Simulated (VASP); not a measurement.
# Co (P6_3/mmc) in VASP: a series of runs

The runs below take Co through single point, with PBEsol.

All numbers are computed with VASP 6.6.1; they aren't measurements. Logs are shortened: lines on timing, memory, paths and dates and some standing lists are left out, and cuts for length are marked.

## (1) The cell of the first run

It takes space group P6_3/mmc (No. 194, hexagonal). The conventional cell has a = 2.458 Å, b = 2.458 Å, c = 3.967 Å, α = 90.00°, β = 90.00°, γ = 120.00°. Within 3.2 Å of Co (site symmetry -6m2) lie 12 Co at 2.44 to 2.46 Å.

## (2) Single point, PBEsol, collinear spin, ferromagnetic start

Input file INCAR:

```
SYSTEM = Co
PREC = Accurate ; ENCUT = 520
EDIFF = 1E-7 ; ISMEAR = 0
SIGMA = 0.05 ; LREAL = .False.
LASPH = .True. ; NELM = 150
ALGO = Normal ; ISIF = 2
LWAVE = .False. ; LCHARG = .False.
ISPIN = 2 ; MAGMOM = 0.5 0.5
LORBIT = 11 ; LMAXMIX = 4
GGA = PS ; NBANDS = 20
```

Input file KPOINTS:

```
Automatic mesh
0
Gamma
  20 20 10
  0 0 0
```

Input file POSCAR:

```
Co
1.0
    2.4576034436      0.0000000000      0.0000000000
   -1.2288017218      2.1283470146      0.0000000000
    0.0000000000      0.0000000000      3.9670264278
Co
2
Direct
    0.3333333333      0.6666666667      0.7500000000
    0.6666666667      0.3333333333      0.2500000000
```

Potentials or basis: VASP PAW PBE potentials, release 64 (Co).

Run with:

```
> cat potpaw_PBE.64/Co/POTCAR > POTCAR
> mpirun -np 1 vasp_std > vasp.out
```

OUTCAR:

```text
SYSTEM = Co
   PREC = Accurate
   ENCUT = 520
   EDIFF = 1E-7
   ISMEAR = 0
   LREAL = .False.
   LASPH = .True.
   NELM = 150
   ISIF = 2
   ISPIN = 2
   LORBIT = 11
   GGA = PS

 ion  position               nearest neighbor table
   1  0.333  0.667  0.750-   2 2.44   2 2.44   2 2.44   2 2.44   2 2.44   2 2.44
   2  0.667  0.333  0.250-   1 2.44   1 2.44   1 2.44   1 2.44   1 2.44   1 2.44

  LATTYP: Found a hexagonal cell.
 ALAT       =     2.4576034436
 C/A-ratio  =     1.6141849240

  Lattice vectors:

 A1 = (   2.4576034436,   0.0000000000,   0.0000000000)
 A2 = (  -1.2288017218,   2.1283470146,   0.0000000000)
 A3 = (   0.0000000000,   0.0000000000,   3.9670264278)

Analysis of symmetry for initial positions (statically):
=====================================================================
 Subroutine PRICEL returns:
 Original cell was already a primitive cell.

 Routine SETGRP: Setting up the symmetry group for a
 hexagonal supercell.

 Subroutine GETGRP returns: Found 24 space group operations
 (whereof 12 operations were pure point group operations)
 out of a pool of 24 trial point group operations.

The static configuration has the point symmetry D_3d.
 The point group associated with its full space group is D_6h.

Analysis of symmetry for dynamics (positions and initial velocities):
=====================================================================
 Subroutine PRICEL returns:
 Original cell was already a primitive cell.

 Routine SETGRP: Setting up the symmetry group for a
 hexagonal supercell.

 Subroutine GETGRP returns: Found 24 space group operations
 (whereof 12 operations were pure point group operations)
 out of a pool of 24 trial point group operations.

The dynamic configuration has the point symmetry D_3d.
 The point group associated with its full space group is D_6h.

Analysis of structural, dynamic, and magnetic symmetry:
=====================================================================
 Subroutine PRICEL returns:
 Original cell was already a primitive cell.

 Routine SETGRP: Setting up the symmetry group for a
 hexagonal supercell.

 Subroutine GETGRP returns: Found 24 space group operations
 (whereof 12 operations were pure point group operations)
 out of a pool of 24 trial point group operations.

The overall configuration has the point symmetry D_3d.
 The point group associated with its full space group is D_6h.

 Subroutine INISYM returns: Found 24 space group operations
 (whereof 12 operations are pure point group operations),
 and found     1 'primitive' translations

----------------------------------------------------------------------------------------

                                     Primitive cell

  volume of cell :      20.7501

  direct lattice vectors                    reciprocal lattice vectors
     2.457603444  0.000000000  0.000000000     0.406900472  0.234924097  0.000000000
    -1.228801722  2.128347015  0.000000000     0.000000000  0.469848194  0.000000000
     0.000000000  0.000000000  3.967026428     0.000000000  0.000000000  0.252077978

  length of vectors
     2.457603444  2.457603444  3.967026428     0.469848194  0.469848194  0.252077978

  position of ions in fractional coordinates (direct lattice)
     0.333333333  0.666666667  0.750000000
     0.666666667  0.333333333  0.250000000

  ion indices of the primitive-cell ions
   primitive index   ion index
                 1           1
                 2           2

----------------------------------------------------------------------------------------

 KPOINTS: Automatic mesh

Automatic generation of k-mesh.
 Grid dimensions read from file:
 generate k-points for:   20   20   10

 Generating k-lattice:

  Cartesian coordinates                     Fractional coordinates (reciprocal lattice)
     0.020345024  0.011746205  0.000000000     0.050000000  0.000000000  0.000000000
     0.000000000  0.023492410  0.000000000     0.000000000  0.050000000  0.000000000
     0.000000000  0.000000000  0.025207798     0.000000000  0.000000000  0.100000000

  Length of vectors
     0.023492410  0.023492410  0.025207798

  Shift w.r.t. Gamma in fractional coordinates (k-lattice)
     0.000000000  0.000000000  0.000000000

 Subroutine IBZKPT returns following result:
 ===========================================

 Found    264 irreducible k-points:

 Following reciprocal coordinates:
            Coordinates               Weight
  0.000000  0.000000  0.000000      1.000000
  0.050000 -0.000000  0.000000      6.000000
  0.100000  0.000000  0.000000      6.000000
  0.150000  0.000000  0.000000      6.000000
  0.200000  0.000000  0.000000      6.000000
  0.250000 -0.000000  0.000000      6.000000
[... 16 lines left out ...]
  0.200000  0.100000  0.000000     12.000000
  0.250000  0.100000  0.000000     12.000000
 [... further k-points ...]
   k-points           NKPTS =    264   k-points in BZ     NKDIM =    264   number of bands    NBANDS=     20
   number of dos      NEDOS =    301   number of ions     NIONS =      2
   total plane-waves  NPLWV =   9720
   dimension x,y,z NGX =    18 NGY =   18 NGZ =   30
   dimension x,y,z NGXF=    36 NGYF=   36 NGZF=   60
   ions per type =               2
   NGX,Y,Z   is equivalent  to a cutoff of  12.18, 12.18, 12.57 a.u.
   NGXF,Y,Z  is equivalent  to a cutoff of  24.35, 24.35, 25.14 a.u.
 SYSTEM =  Co
   PREC   = accura    normal or accurate (medium, high low for compatibility)
   ISTART =      0    job   : 0-new  1-cont  2-samecut
   ICHARG =      2    charge: 1-file 2-atom 10-const
   ISPIN  =      2    spin polarized calculation?
   LNONCOLLINEAR =      F non collinear calculations
   LSORBIT =      F    spin-orbit coupling
   LASPH  =      T    aspherical Exc in radial PAW
   ENCUT  =  520.0 eV  38.22 Ry    6.18 a.u.   4.57  4.57  7.38*2*pi/ulx,y,z
   NELM   =    150;   NELMIN=  2; NELMDL= -5     # of ELM steps
   EDIFF  = 0.1E-06   stopping-criterion for ELM
   LREAL  =      F    real-space projection
   EDIFFG = 0.1E-05   stopping-criterion for IOM
   NSW    =      0    number of steps for IOM
   IBRION =     -1    ionic relax: 0-MD 1-quasi-New 2-CG
   NFREE  =      0    steps in history (QN), initial steepest desc. (CG)
   ISIF   =      2    stress and relaxation
   ISYM   =      2    0-nonsym 1-usesym 2-fastsym
   POTIM  = 0.5000    time-step for ionic-motion
   TEBEG  =    0.0;   TEEND  =   0.0 temperature during run
   PSTRESS=    0.0 pullay stress
   NELECT =      18.0000    total number of electrons
   NUPDOWN=      -1.0000    fix difference up-down
   EMIN   =  10.00;   EMAX   =-10.00  energy-range for DOS
   EFERMI =   0.00;   METHOD = LEGACY
   ISMEAR =     0;   SIGMA  =   0.05  broadening in eV -4-tet -1-fermi 0-gaus
   EFERMI_NEDOS =   21; number of points for ismear=-14 and -15
   IALGO  =     38    algorithm
   IMIX   =      4    mixing-type and parameters
     AMIX     =   0.40;   BMIX     =  1.00
     AMIX_MAG =   1.60;   BMIX_MAG =  1.00
  volume/ion in A,a.u.               =      10.38        70.01
  Fermi-wavevector in a.u.,A,eV,Ry     =   1.561322  2.950471 33.167292  2.437727
  Thomas-Fermi vector in A             =   2.664405
   LORBIT       =     11    0 simple, 1 ext, 2 COOP (PROOUT), +10 PAW based schemes
   GGA     = PS    functional components
   LHFCALC =     F    Hartree Fock is set to
   AEXX    =    0.0000 exact exchange contribution
   IVDW    =     0    specifies the selected vdW correction
   LEPSILON=     F    determine dielectric tensor
   LRPA    =     F    only Hartree local field effects (RPA)
 spin polarized calculation
 Gauss-broadening in eV      SIGMA  =   0.05
  energy-cutoff  :      520.00
  volume of cell :       20.75
 maximum number of plane-waves:       578
   NGX =  9   NGY =  9   NGZ = 15

 number of electron      17.9999974 magnetization       3.1477363

 Free energy of the ion-electron system (eV)
  ---------------------------------------------------
  ext. energy  EPLUGINS =         0.00000000
  ---------------------------------------------------
  free energy    TOTEN  =       -15.47475473 eV

  energy without entropy =      -15.47257767  energy(sigma->0) =      -15.47366620

 E-fermi :  10.7092     XC(G=0): -13.8451

 val. band max:       10.7041046976   @ k =   0.2000   0.2000   0.4000
 cond. band min:      10.7108990947   @ k =   0.2000   0.0000   0.4000
 fundamental gap:      0.0067943971
 Fermi energy:        10.7091646815

 spin component 1

 k-point     1 :       0.0000    0.0000    0.0000
  band No.  band energies     occupation
      1       1.4779      1.00000
      2       5.3581      1.00000
      3       8.0698      1.00000
      4       8.0877      1.00000
      5       8.0877      1.00000
      6       8.4289      1.00000
[... 12 lines left out ...]
     19      37.2982      0.00000
     20      37.2982      0.00000

 k-point     2 :       0.0500   -0.0000    0.0000
  band No.  band energies     occupation
      1       1.5689      1.00000
      2       5.4145      1.00000
      3       7.9394      1.00000
      4       8.1319      1.00000
      5       8.2051      1.00000
      6       8.4066      1.00000
[... 12 lines left out ...]
     19      38.5418      0.00000
     20      38.9990      0.00000
[... 465 lines left out ...]
      3       7.0081      1.00000
      4       7.1699      1.00000
      5       8.1089      1.00000
      6       8.1183      1.00000
[... 12 lines left out ...]
     19      36.2201      0.00000
     20      37.4820      0.00000

 k-point    24 :       0.2500    0.1000    0.0000
  band No.  band energies     occupation
      1       4.5043      1.00000
      2       6.3230      1.00000
      3       6.6852      1.00000
      4       7.1769      1.00000
      5       8.0004      1.00000
      6       8.1703      1.00000
[... 12 lines left out ...]
     19      35.7218      0.00000
     20      36.7592      0.00000

 [... further k-points ...]

 spin component 2

 k-point     1 :       0.0000    0.0000    0.0000
  band No.  band energies     occupation
      1       1.5451      1.00000
      2       6.2980      1.00000
      3       9.6544      1.00000
      4       9.6690      1.00000
      5       9.6690      1.00000
      6      10.0637      1.00000
[... 12 lines left out ...]
     19      37.6473      0.00000
     20      37.6473      0.00000

 k-point     2 :       0.0500   -0.0000    0.0000
  band No.  band energies     occupation
      1       1.6364      1.00000
      2       6.3611      1.00000
      3       9.4989      1.00000
      4       9.7172      1.00000
      5       9.8051      1.00000
      6      10.0352      1.00000
[... 12 lines left out ...]
     19      38.8945      0.00000
     20      39.2889      0.00000
[... 465 lines left out ...]
      3       8.1202      1.00000
      4       8.5072      1.00000
      5       9.6260      1.00000
      6       9.6860      1.00000
[... 12 lines left out ...]
     19      36.5071      0.00000
     20      37.9234      0.00000

 k-point    24 :       0.2500    0.1000    0.0000
  band No.  band energies     occupation
      1       4.6858      1.00000
      2       7.5311      1.00000
      3       7.8240      1.00000
      4       8.4111      1.00000
      5       9.5557      1.00000
      6       9.6605      1.00000
[... 12 lines left out ...]
     19      36.0650      0.00000
     20      37.1732      0.00000

 [... further k-points ...]

------------------------ aborting loop because EDIFF is reached ----------------------------------------

  FORCE on cell =-STRESS in cart. coord.  units (eV):
  Direction    XX          YY          ZZ          XY          YZ          ZX
  --------------------------------------------------------------------------------------
  -------------------------------------------------------------------------------------
  Total       -0.1094398     -0.1094398     -0.1351407      0.0000000     -0.0000000      0.0000000
  in kB       -8.4501909     -8.4501909    -10.4346385      0.0000000     -0.0000000      0.0000000
  external PRESSURE =      -9.1116734 kB  Pullay stress =       0.0000000 kB

 VOLUME and BASIS-vectors are now :
 -----------------------------------------------------------------------------
  energy-cutoff  :      520.00
  volume of cell :       20.75
      direct lattice vectors                 reciprocal lattice vectors
     2.457603444  0.000000000  0.000000000     0.406900472  0.234924097  0.000000000
    -1.228801722  2.128347015  0.000000000     0.000000000  0.469848194  0.000000000
     0.000000000  0.000000000  3.967026428     0.000000000  0.000000000  0.252077978

 POSITION                                       TOTAL-FORCE (eV/Angst)
 -----------------------------------------------------------------------------------
     -0.00000      1.41890      2.97527         0.000000     -0.000000      0.000000
      1.22880      0.70945      0.99176        -0.000000      0.000000      0.000000
 -----------------------------------------------------------------------------------
    total drift:                               -0.000000      0.000000     -0.000000

  FREE ENERGIE OF THE ION-ELECTRON SYSTEM (eV)
  ---------------------------------------------------
  free  energy   TOTEN  =       -15.4747547311 eV

  energy  without entropy=      -15.4725776694  energy(sigma->0) =      -15.47366620

 total charge

# of ion       s       p       d       tot
------------------------------------------
    1        0.508   0.565   7.290   8.363
    2        0.508   0.565   7.290   8.363
--------------------------------------------------
tot          1.016   1.129  14.580  16.725

 magnetization (x)

# of ion       s       p       d       tot
------------------------------------------
    1       -0.015  -0.052   1.648   1.581
    2       -0.015  -0.052   1.648   1.581
--------------------------------------------------
tot         -0.030  -0.103   3.295   3.162
```

It took 7.3 min on 1 thread of Intel Xeon 8259CL, shared host; peak memory 0.26 GiB.

What came out:

* Free energy: -15.4748 eV
* Pressure: -0.9 GPa
* Net moment: 3.15 μB per cell
* Site moments: Co +1.58 μB
* Valence electrons inside the program's atomic spheres: Co 8.36

Levels at points of the mesh, in eV from the Fermi level:
Spin up:
```
           k point  band 7  band 8  band 9  band 10  band 11  band 12  band 13  band 14  band 15  band 16
(0.00, 0.00, 0.00)   -2.28   -1.91   -1.91    -0.72    -0.72    -0.13     6.78    22.28    25.27    25.27
(0.50, 0.00, 0.00)   -2.19   -0.58   -0.47    -0.42     1.43     3.53    10.02    10.72    13.15    14.53
(0.00, 0.00, 0.50)   -2.70   -2.70   -1.05    -1.05    -1.05    -1.05    15.55    15.55    23.04    23.04
(0.50, 0.00, 0.50)   -1.01   -1.01   -0.48    -0.48     1.64     1.64     7.66     7.66    18.87    18.87
```
Spin down:
```tsv
k point	band 5	band 6	band 7	band 8	band 9	band 10
(0.00, 0.00, 0.00)	-1.04	-0.65	-0.65	-0.21	-0.21	-0.11
(0.50, 0.00, 0.00)	-1.22	-1.10	-0.66	1.24	1.38	1.42
(0.00, 0.00, 0.50)	-1.11	-1.11	-1.11	-1.11	0.74	0.74
(0.50, 0.00, 0.50)	-0.09	-0.09	0.26	0.26	1.35	1.35
```

Caveat: the PAW data sets were made with another functional, which shifts forces and pressure a little.

## (3) Single point, PBEsol, collinear spin, ferromagnetic start

Input file INCAR:

```
SYSTEM = Co
PREC = Accurate
ENCUT = 520
EDIFF = 1E-7
ISMEAR = 0
SIGMA = 0.05
LREAL = .False.
LASPH = .True.
NELM = 150
ALGO = Normal
ISIF = 2
LWAVE = .False.
LCHARG = .True.
ISPIN = 2
MAGMOM = 1.81 1.81
LORBIT = 11
LMAXMIX = 4
GGA = PS
LELF = .True.
LVHAR = .True.
NBANDS = 20
```

Input file KPOINTS:

```
regular mesh
0
Gamma
  20 20 10
  0 0 0
```

POSCAR is that of step 2.

Potentials or basis: VASP PAW PBE potentials, release 64 (Co).

Run with:

```
> cat potpaw_PBE.64/Co/POTCAR > POTCAR
> mpirun -np 1 vasp_std > vasp.out
```

It took 6.7 min on 1 thread of Intel Xeon 8259CL, shared host; peak memory 0.26 GiB.

It converged, with:

```
Free energy                                           : -15.4748 eV
Pressure                                              : -0.9 GPa
Net moment                                            : 3.15 μB per cell
Site moments                                          : Co +1.58 μB
Valence electrons inside the program's atomic spheres : Co 8.36
```

Stress tensor (GPa, compression positive):
```
-0.85  0.00  0.00
 0.00 -0.85  0.00
 0.00  0.00 -1.05
```

Levels at points of the mesh, in eV from the Fermi level:
Spin up:
| k point | band 7 | band 8 | band 9 | band 10 | band 11 | band 12 | band 13 | band 14 | band 15 | band 16 |
| --- | --- | --- | --- | --- | --- | --- | --- | --- | --- | --- |
| (0.00, 0.00, 0.00) | -2.28 | -1.91 | -1.91 | -0.72 | -0.72 | -0.13 | 6.78 | 22.28 | 25.27 | 25.27 |
| (0.50, 0.00, 0.00) | -2.19 | -0.58 | -0.47 | -0.42 | 1.43 | 3.53 | 10.02 | 10.72 | 13.15 | 14.53 |
| (0.00, 0.00, 0.50) | -2.70 | -2.70 | -1.05 | -1.05 | -1.05 | -1.05 | 15.55 | 15.55 | 23.04 | 23.04 |
| (0.50, 0.00, 0.50) | -1.01 | -1.01 | -0.48 | -0.48 | 1.64 | 1.64 | 7.66 | 7.66 | 18.87 | 18.87 |
Spin down:
```tsv
k point	band 5	band 6	band 7	band 8	band 9	band 10
(0.00, 0.00, 0.00)	-1.04	-0.65	-0.65	-0.21	-0.21	-0.11
(0.50, 0.00, 0.00)	-1.22	-1.10	-0.66	1.24	1.38	1.42
(0.00, 0.00, 0.50)	-1.11	-1.11	-1.11	-1.11	0.74	0.74
(0.50, 0.00, 0.50)	-0.09	-0.09	0.26	0.26	1.35	1.35
```

Caveat: the PAW data sets were made with another functional, which shifts forces and pressure a little.
